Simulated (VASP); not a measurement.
# W in VASP: single point with r2SCAN

Aim: the single point of W with r2SCAN.

Everything below comes from runs of VASP 6.6.1. Logs are shortened: lines on timing, memory, paths and dates and some standing lists are left out, and cuts for length are marked.

### 1 The cell of the first run

The cell holds a slab with vacuum, 1 atom: a = 4.481 Å, b = 4.481 Å, c = 16.000 Å, α = 90.00°, β = 90.00°, γ = 120.00°.

### 2 Single point, r2SCAN

POSCAR reads:

```
W
1.0
    4.4811565986      0.0000000000      0.0000000000
   -2.2405782993      3.8807954527      0.0000000000
    0.0000000000      0.0000000000     16.0000000000
W
1
Direct
    0.0000000000      0.0000000000      0.5000000000
```

INCAR.step1 reads:

```
SYSTEM = W
ALGO     = Normal         ! electronic algorithm
DIPOL    = 0.5 0.5 0.500
EDIFF    = 1E-4           ! SCF threshold, eV
EFIELD   = -0.2         
ENCUT    = 520            ! plane-wave cutoff, eV
GGA      = PE             ! functional
IDIPOL   = 3            
ISMEAR   = -1             ! smearing method
LASPH    = .TRUE.         ! aspherical terms in the spheres
LCHARG   = .FALSE.        ! write CHGCAR
LDIPOL   = .TRUE.       
LREAL    = .FALSE.        ! projectors in reciprocal space
LWAVE    = .TRUE.         ! write WAVECAR
NBANDS   = 13             ! bands
NELM     = 80             ! most SCF steps
PREC     = Accurate       ! precision mode
SIGMA    = 0.1            ! smearing width, eV
```

INCAR.step2 reads:

```
SYSTEM = W
ALGO     = Normal         ! electronic algorithm
DIPOL    = 0.5 0.5 0.500
EDIFF    = 1E-6           ! SCF threshold, eV
EFIELD   = -0.2         
ENCUT    = 520            ! plane-wave cutoff, eV
IDIPOL   = 3            
ISIF     = 2              ! what is computed and relaxed
ISMEAR   = -1             ! smearing method
ISTART   = 1            
LASPH    = .TRUE.         ! aspherical terms in the spheres
LCHARG   = .FALSE.        ! write CHGCAR
LDIPOL   = .TRUE.       
LMIXTAU  = .TRUE.       
LREAL    = .FALSE.        ! projectors in reciprocal space
LWAVE    = .FALSE.        ! write WAVECAR
METAGGA  = R2SCAN         ! meta-GGA
NBANDS   = 13             ! bands
NELM     = 80             ! most SCF steps
PREC     = Accurate       ! precision mode
SIGMA    = 0.1            ! smearing width, eV
```

KPOINTS reads:

```
k-points
0
G
  9 9 1
  0 0 0
```

Potentials or basis: VASP PAW PBE potentials, release 64 (W_sv).

Started as:

```sh
> cat potpaw_PBE.64/W_sv/POTCAR > POTCAR
> cp INCAR.step1 INCAR
> mpirun -np 1 vasp_std > vasp.out
> cp INCAR.step2 INCAR
> mpirun -np 1 vasp_std > vasp.out
```

OUTCAR:

```text
SYSTEM = W
   EDIFF = 1E-6
   ENCUT = 520
   ISIF = 2
   ISMEAR = -1
   ISTART = 1
   LASPH = .TRUE.
   LREAL = .FALSE.
   METAGGA = R2SCAN
   NELM = 80
   PREC = Accurate

 ion  position               nearest neighbor table
   1  0.000  0.000  0.500-

  LATTYP: Found a hexagonal cell.
 ALAT       =     4.4811565986
 C/A-ratio  =     3.5705067761

  Lattice vectors:

 A1 = (   4.4811565986,   0.0000000000,   0.0000000000)
 A2 = (  -2.2405782993,   3.8807954527,   0.0000000000)
 A3 = (   0.0000000000,   0.0000000000,  16.0000000000)

Analysis of symmetry for initial positions (statically):
=====================================================================
 Subroutine PRICEL returns:
 Original cell was already a primitive cell.

 Routine SETGRP: Setting up the symmetry group for a
 hexagonal supercell.

 Subroutine GETGRP returns: Found 24 space group operations
 (whereof 24 operations were pure point group operations)
 out of a pool of 24 trial point group operations.

The static configuration has the point symmetry D_6h.

Analysis of symmetry for dynamics (positions and initial velocities):
=====================================================================
 An external electric field (EFIELD) may reduce the allowed symmetry operations
 Subroutine PRICEL returns:
 Original cell was already a primitive cell.

 Routine SETGRP: Setting up the symmetry group for a
 hexagonal supercell.

 Subroutine GETGRP returns: Found 12 space group operations
 (whereof 12 operations were pure point group operations)
 out of a pool of 24 trial point group operations.

The dynamic configuration has the point symmetry C_6v.

 Subroutine INISYM returns: Found 12 space group operations
 (whereof 12 operations are pure point group operations),
 and found     1 'primitive' translations

----------------------------------------------------------------------------------------

                                     Primitive cell

  volume of cell :     278.2472

  direct lattice vectors                    reciprocal lattice vectors
     4.481156599  0.000000000  0.000000000     0.223156674  0.128839566  0.000000000
    -2.240578299  3.880795453  0.000000000     0.000000000  0.257679131  0.000000000
     0.000000000  0.000000000 16.000000000     0.000000000  0.000000000  0.062500000

  length of vectors
     4.481156599  4.481156599 16.000000000     0.257679131  0.257679131  0.062500000

  position of ions in fractional coordinates (direct lattice)
     0.000000000  0.000000000  0.500000000

  ion indices of the primitive-cell ions
   primitive index   ion index
                 1           1

----------------------------------------------------------------------------------------

 KPOINTS: k-points

Automatic generation of k-mesh.
 Grid dimensions read from file:
 generate k-points for:    9    9    1

 Generating k-lattice:

  Cartesian coordinates                     Fractional coordinates (reciprocal lattice)
     0.024795186  0.014315507  0.000000000     0.111111111  0.000000000  0.000000000
     0.000000000  0.028631015  0.000000000     0.000000000  0.111111111  0.000000000
     0.000000000  0.000000000  0.062500000     0.000000000  0.000000000  1.000000000

  Length of vectors
     0.028631015  0.028631015  0.062500000

  Shift w.r.t. Gamma in fractional coordinates (k-lattice)
     0.000000000  0.000000000  0.000000000

 Subroutine IBZKPT returns following result:
 ===========================================

 Found     12 irreducible k-points:

 Following reciprocal coordinates:
            Coordinates               Weight
  0.000000  0.000000  0.000000      1.000000
  0.111111  0.000000  0.000000      6.000000
  0.222222  0.000000  0.000000      6.000000
  0.333333  0.000000  0.000000      6.000000
  0.444444  0.000000  0.000000      6.000000
  0.111111  0.111111  0.000000      6.000000
  0.222222  0.111111  0.000000     12.000000
  0.333333  0.111111  0.000000     12.000000
  0.444444  0.111111  0.000000      6.000000
  0.222222  0.222222  0.000000      6.000000
  0.333333  0.222222  0.000000     12.000000
  0.333333  0.333333  0.000000      2.000000
   k-points           NKPTS =     12   k-points in BZ     NKDIM =     12   number of bands    NBANDS=     13
   number of dos      NEDOS =    301   number of ions     NIONS =      1
   total plane-waves  NPLWV = 155520
   dimension x,y,z NGX =    36 NGY =   36 NGZ =  120
   dimension x,y,z NGXF=    72 NGYF=   72 NGZF=  240
   ions per type =               1
   NGX,Y,Z   is equivalent  to a cutoff of  13.36, 13.36, 12.47 a.u.
   NGXF,Y,Z  is equivalent  to a cutoff of  26.71, 26.71, 24.94 a.u.
 SYSTEM =  W
   PREC   = accura    normal or accurate (medium, high low for compatibility)
   ISTART =      1    job   : 0-new  1-cont  2-samecut
   ICHARG =      0    charge: 1-file 2-atom 10-const
   ISPIN  =      1    spin polarized calculation?
   LNONCOLLINEAR =      F non collinear calculations
   LSORBIT =      F    spin-orbit coupling
   LASPH  =      T    aspherical Exc in radial PAW
   ENCUT  =  520.0 eV  38.22 Ry    6.18 a.u.   8.33  8.33 29.75*2*pi/ulx,y,z
   NELM   =     80;   NELMIN=  2; NELMDL=  0     # of ELM steps
   EDIFF  = 0.1E-05   stopping-criterion for ELM
   LREAL  =      F    real-space projection
   EDIFFG = 0.1E-04   stopping-criterion for IOM
   NSW    =      0    number of steps for IOM
   IBRION =     -1    ionic relax: 0-MD 1-quasi-New 2-CG
   NFREE  =      0    steps in history (QN), initial steepest desc. (CG)
   ISIF   =      2    stress and relaxation
   ISYM   =      2    0-nonsym 1-usesym 2-fastsym
   POTIM  = 0.5000    time-step for ionic-motion
   TEBEG  =    0.0;   TEEND  =   0.0 temperature during run
   PSTRESS=    0.0 pullay stress
   NELECT =      14.0000    total number of electrons
   NUPDOWN=      -1.0000    fix difference up-down
   EMIN   =  10.00;   EMAX   =-10.00  energy-range for DOS
   EFERMI =   0.00;   METHOD = LEGACY
   ISMEAR =    -1;   SIGMA  =   0.10  broadening in eV -4-tet -1-fermi 0-gaus
   EFERMI_NEDOS =   21; number of points for ismear=-14 and -15
   IALGO  =     38    algorithm
   IMIX   =      4    mixing-type and parameters
     AMIX     =   0.40;   BMIX     =  1.00
     AMIX_MAG =   1.60;   BMIX_MAG =  1.00
  volume/ion in A,a.u.               =     278.25      1877.71
  Fermi-wavevector in a.u.,A,eV,Ry     =   0.604376  1.142105  4.969805  0.365270
  Thomas-Fermi vector in A             =   1.657706
   LORBIT       =      0    0 simple, 1 ext, 2 COOP (PROOUT), +10 PAW based schemes
   METAGGA = R2SCAN    functional components
   LHFCALC =     F    Hartree Fock is set to
   AEXX    =    0.0000 exact exchange contribution
   IVDW    =     0    specifies the selected vdW correction
   LEPSILON=     F    determine dielectric tensor
   LRPA    =     F    only Hartree local field effects (RPA)
 non-spin polarized calculation
  energy-cutoff  :      520.00
  volume of cell :      278.25
 maximum number of plane-waves:      7519
 NGX is ok and might be reduce to    36
   NGX = 17   NGY = 17   NGZ = 59

 number of electron      13.9999997 magnetization

 dipolmoment           0.000000      0.000000     -0.067913 electrons x Angstroem

 Free energy of the ion-electron system (eV)
  ---------------------------------------------------
  ext. energy  EPLUGINS =         0.00000000
  ---------------------------------------------------
  free energy    TOTEN  =       -40.68769026 eV

  energy without entropy =      -40.49493375  energy(sigma->0) =      -40.59131200

 E-fermi :  -3.6825     XC(G=0):  -2.1857

 val. band max:       -3.8017232884   @ k =   0.1111   0.0000   0.0000
 cond. band min:      -3.6742306759   @ k =   0.1111   0.1111   0.0000
 fundamental gap:      0.1274926125
 Fermi energy:        -3.6825229649

 k-point     1 :       0.0000    0.0000    0.0000
  band No.  band energies     occupation
      1     -80.3400      2.00000
      2     -43.8031      2.00000
      3     -43.8031      2.00000
      4     -43.7641      2.00000
      5      -6.4193      2.00000
      6      -4.1982      1.98855
      7      -3.8659      1.72437
      8      -3.8659      1.72436
      9      -3.0572      0.00384
     10      -3.0572      0.00384
     11      -1.4600      0.00000
     12       0.7076      0.00000
     13       2.0516      0.00000

 k-point     2 :       0.1111    0.0000    0.0000
  band No.  band energies     occupation
      1     -80.3400      2.00000
      2     -43.8036      2.00000
      3     -43.8032      2.00000
      4     -43.7640      2.00000
      5      -6.2704      2.00000
      6      -4.1820      1.98655
      7      -3.9007      1.79728
      8      -3.8017      1.53420
      9      -3.1424      0.00898
     10      -3.0686      0.00430
     11      -1.2698      0.00000
     12       0.8290      0.00000
     13       2.1525      0.00000

 k-point     3 :       0.2222    0.0000    0.0000
  band No.  band energies     occupation
      1     -80.3400      2.00000
      2     -43.8047      2.00000
      3     -43.8036      2.00000
      4     -43.7639      2.00000
      5      -5.8454      2.00000
      6      -4.1443      1.98044
      7      -3.9595      1.88208
      8      -3.6289      0.73824
      9      -3.3113      0.04766
     10      -3.0973      0.00573
     11      -0.7909      0.00000
     12       1.1738      0.00000
     13       1.5736      0.00000
[... 113 lines left out ...]
 k-point    11 :       0.3333    0.2222    0.0000
  band No.  band energies     occupation
      1     -80.3399      2.00000
      2     -43.8064      2.00000
      3     -43.8050      2.00000
      4     -43.7638      2.00000
      5      -4.4130      1.99866
      6      -4.0683      1.95863
      7      -3.8298      1.62685
      8      -3.4722      0.21761
      9      -3.2789      0.03472
     10      -3.2341      0.02233
     11      -1.1742      0.00000
     12       0.6303      0.00000
     13       0.7215      0.00000

 k-point    12 :       0.3333    0.3333    0.0000
  band No.  band energies     occupation
      1     -80.3399      2.00000
      2     -43.8058      2.00000
      3     -43.8058      2.00000
      4     -43.7637      2.00000
      5      -4.1252      1.97638
      6      -3.8960      1.78841
      7      -3.8960      1.78841
      8      -3.5162      0.31869
      9      -3.3914      0.10322
     10      -3.3914      0.10322
     11      -0.5056      0.00000
     12      -0.5056      0.00000
     13       0.9617      0.00000

------------------------ aborting loop because EDIFF is reached ----------------------------------------

 vacuum level on the upper side and lower side of the slab       (xc-potential included)         1.153        -1.225

  FORCE on cell =-STRESS in cart. coord.  units (eV):
  Direction    XX          YY          ZZ          XY          YZ          ZX
  --------------------------------------------------------------------------------------
  -------------------------------------------------------------------------------------
  Total       -3.8935910     -3.8935910     -0.0194096      0.0000000      0.0000000     -0.0000000
  in kB      -22.4197133    -22.4197133     -0.1117623      0.0000000      0.0000000     -0.0000000
  external PRESSURE =     -14.9837296 kB  Pullay stress =       0.0000000 kB

 VOLUME and BASIS-vectors are now :
 -----------------------------------------------------------------------------
  energy-cutoff  :      520.00
  volume of cell :      278.25
      direct lattice vectors                 reciprocal lattice vectors
     4.481156599  0.000000000  0.000000000     0.223156674  0.128839566  0.000000000
    -2.240578299  3.880795453  0.000000000     0.000000000  0.257679131  0.000000000
     0.000000000  0.000000000 16.000000000     0.000000000  0.000000000  0.062500000

 POSITION                                       TOTAL-FORCE (eV/Angst)
 -----------------------------------------------------------------------------------
      0.00000      0.00000      8.00000        -0.000000      0.000000     -0.000024
 -----------------------------------------------------------------------------------
    total drift:                               -0.000000     -0.000000     -0.000024

  FREE ENERGIE OF THE ION-ELECTRON SYSTEM (eV)
  ---------------------------------------------------
  free  energy   TOTEN  =       -40.6876902613 eV

  energy  without entropy=      -40.4949337469  energy(sigma->0) =      -40.59131200

 vacuum level on the upper side and lower side of the slab         2.279        -0.102
```

Wall time 4.2 min (1 thread of Intel Xeon Platinum 8488C (Sapphire Rapids), shared host); peak memory 0.42 GiB.

Results:

| Property | Result |
| --- | --- |
| Free energy | -40.6877 eV |
| Band gap on the k mesh | zero (band 7 reaches -3.53 eV, above the bottom of band 8 at -3.87 eV) |

Levels at points of the mesh, in eV from the Fermi level:
```
           k point  band 4  band 5  band 6  band 7  band 8  band 9  band 10  band 11
(0.00, 0.00, 0.00)  -40.08   -2.74   -0.52   -0.18   -0.18    0.63     0.63     2.22
```

Caveat: the PAW data sets were made with another functional, which shifts forces and pressure a little; spin-orbit coupling is left out, which moves the levels of the heavy elements.
